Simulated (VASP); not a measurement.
Set up this calculation in VASP 6.6.1, as the native input.

```
Task                   : single point
Functional             : PBE
Potentials or basis    : VASP PAW PBE potentials, release 64 (Ba_sv, Ti_sv, O)
Cutoff                 : 520 eV
k mesh                 : 8 × 8 × 8
Occupations            : fermi-dirac, width 0.02 eV
Spin                   : no spin polarisation
Dipole correction      : no
Further INCAR settings : ALGO = Normal; EDIFF = 1e-06; NBANDS = 28
```

The structure of BaTiO3 lies in POSCAR:

```
BaTiO3
1.0
    3.9998000000      0.0000000000      0.0000000000
    0.0000000000      3.9998000000      0.0000000000
    0.0000000000      0.0000000000      4.1385400000
Ba Ti O
1 1 3
Direct
    0.0000000000      0.0000000000     -0.0099456669
    0.5000000000      0.5000000000      0.4728810024
    0.5000000000      0.5000000000      0.0329597225
    0.5000000000      0.0000000000      0.5160524711
    0.0000000000      0.5000000000      0.5160524711
```

This cell differs from its parent crystal: z stretched by +3 %, then relaxed in part.

One way to write it, as run:

INCAR

```
SYSTEM = BaTiO3
PREC = Accurate ; ENCUT = 520
EDIFF = 1E-6 ; ISMEAR = -1
SIGMA = 0.02 ; LREAL = .FALSE.
LASPH = .TRUE. ; NELM = 60
ALGO = Normal ; ISIF = 2
LWAVE = .FALSE. ; LCHARG = .FALSE.
GGA = PE ; NBANDS = 28
```

KPOINTS

```
Automatic mesh
0
G
  8 8 8
  0 0 0
```

Potentials or basis: VASP PAW PBE potentials, release 64 (Ba_sv, Ti_sv, O).

The run is started by

```sh
$ cat potpaw_PBE.64/Ba_sv/POTCAR potpaw_PBE.64/Ti_sv/POTCAR potpaw_PBE.64/O/POTCAR > POTCAR
$ mpirun -np 1 vasp_std > vasp.out
```

Results of the run:

```yaml
Pressure: 1.8 GPa
Largest_force: 0.079 eV/Å
Band_gap_on_the_k_mesh: 1.78 eV, indirect (least direct gap 2.29 eV)
```

Caveat: the cell differs from its parent crystal (z stretched by +3 %, then relaxed in part); spin-orbit coupling is left out, which moves the levels of the heavy elements.

Wall time 2.1 min on 1 thread of Intel(R) Xeon(R) Platinum 8259CL CPU @ 2.50GHz (Skylake/Cascade Lake), on a shared host, peak memory 0.27 GiB.
